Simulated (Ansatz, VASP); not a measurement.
**CsSnI3: VASP beside Ansatz**

```
Cs Sn I
1.0
     6.05425    0.00000    0.00000
     0.00000    6.05425    0.00000
     0.00000    0.00000    6.29205
Cs Sn I
1 1 3
Direct
  0.00000 0.00000 0.00000
  0.50000 0.50000 0.50000
  0.50000 0.50000 0.00000
  0.50000 0.00000 0.50000
  0.00000 0.50000 0.50000
```

Change from the starting cell: epitaxial_xy strain -3.0%.

Alike in both runs: task single point; functional PBE; k mesh 4 × 4 × 4; occupations fermi-dirac, width 0.02 eV; no spin polarisation.

|  | VASP | Ansatz |
| --- | --- | --- |
| version | VASP 6.6.1 | Ansatz 0.2.0 |
| potentials or method | VASP PAW PBE potentials, release 64 (Cs_sv, Sn_d, I) | plane waves, PAW |
| plane-wave cutoff (eV) | 520 | 420 |
| valence electrons in the cell | 44 | 74 |

|  | VASP | Ansatz | Ansatz less VASP |
| --- | --- | --- | --- |
| pressure (GPa) | 1.5 | 1.5 | +0.01 |
| traceless stress, the component that is largest in VASP (GPa) | -1.00 | -1.00 | -0.003 |

VASP's potentials hold 44 valence electrons a cell and Ansatz's 74, so a difference there can come from the potentials and not from the codes.

Spin-orbit coupling is off throughout.
